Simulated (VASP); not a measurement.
A run of VASP 6.6.1 is set up as follows.

The input INCAR:

```
ALGO = Normal
EDIFF = 1E-6
ENCUT = 520
GGA = PE
GGA_COMPAT = F
ISIF = 2
ISMEAR = -1
ISYM = -1
LASPH = T
LCHARG = F
LMAXMIX = 6
LREAL = Auto
LWAVE = F
NBANDS = 186
NELECT = 322.0
NELM = 200
PREC = Accurate
SIGMA = 0.01
```

Contents of KPOINTS:

```
explicit points
1
Reciprocal
  0.25000000   0.25000000   0.25000000 1
```

File POSCAR:

```
La16HO24
1.0
    7.8811453700     -0.0000000600      0.0000000000
   -3.9405726400      6.8252721300      0.0000000000
    0.0000000000      0.0000000000     12.3757188400
La O H
16 24 1
Direct
    0.3378405822      0.1739152663      0.3718994476
    0.1739059951      0.3375688129      0.1281016497
    0.3332093505      0.1620077557      0.8753030947
    0.1622554205      0.3326660046      0.6248252809
    0.3401057368      0.6592330584      0.3717320230
    0.1665986171      0.8325619699      0.1187703938
    0.3333420753      0.6659423879      0.8755103554
    0.1651125669      0.8341156076      0.6186329133
    0.8329001563      0.1663801865      0.3812753070
    0.6592987970      0.3396878535      0.1282650342
    0.8345734604      0.1648810522      0.8814826145
    0.6662134035      0.3329796961      0.6245826283
    0.8254824212      0.6613302684      0.3718930641
    0.6615262120      0.8249631564      0.1281245171
    0.8373347562      0.6662815729      0.8753138416
    0.6663426316      0.8369075886      0.6247983733
    0.3249278014      0.1508821919      0.1755509339
    0.1511550474      0.3248172332      0.3243948939
    0.0031814552     -0.0040591788     -0.0068575411
    0.3339595002      0.1657412332      0.6762771608
    0.1661150511      0.3336032566      0.8238731125
   -0.0034913253      0.0032359149      0.5069134231
    0.3270289113      0.6720757696      0.1754117097
    0.1659410771      0.8332823808      0.3311950645
    0.0037938035      0.5056999830     -0.0063425811
    0.3342001776      0.6650262339      0.6765777494
    0.1659952944      0.8332119074      0.8185443715
   -0.0040835112      0.4931705192      0.5064007256
    0.8333511966      0.1655566296      0.1687996493
    0.6724660045      0.3268599402      0.3246491822
    0.4933694262     -0.0042483244     -0.0063515502
    0.8334707685      0.1656681270      0.6815431983
    0.6654617667      0.3339859564      0.8235588681
    0.5059115611      0.0030212759      0.5064887205
    0.8482559417      0.6740475637      0.1755110170
    0.6744679445      0.8480287570      0.3245295931
    0.5007289434      0.4987949147      0.0027995950
    0.8334562488      0.6653570676      0.6761763182
    0.6656950962      0.8332095676      0.8238735973
    0.4987521900      0.5000335466      0.4972195215
   -0.5003549442     -0.5005876638      0.2500535961
```

Potentials or basis: VASP PAW PBE potentials, release 64 (La, O, H).

Command:

```console
$ cat potpaw_PBE.64/La/POTCAR potpaw_PBE.64/O/POTCAR potpaw_PBE.64/H/POTCAR > POTCAR
$ mpirun -np 1 vasp_std > vasp.out
```

(1) What does it give for the largest force?

Results:

(1) 0.025 eV/Å.

Caveat: the cell carries a net charge on a neutralising background, which shifts energy and pressure.
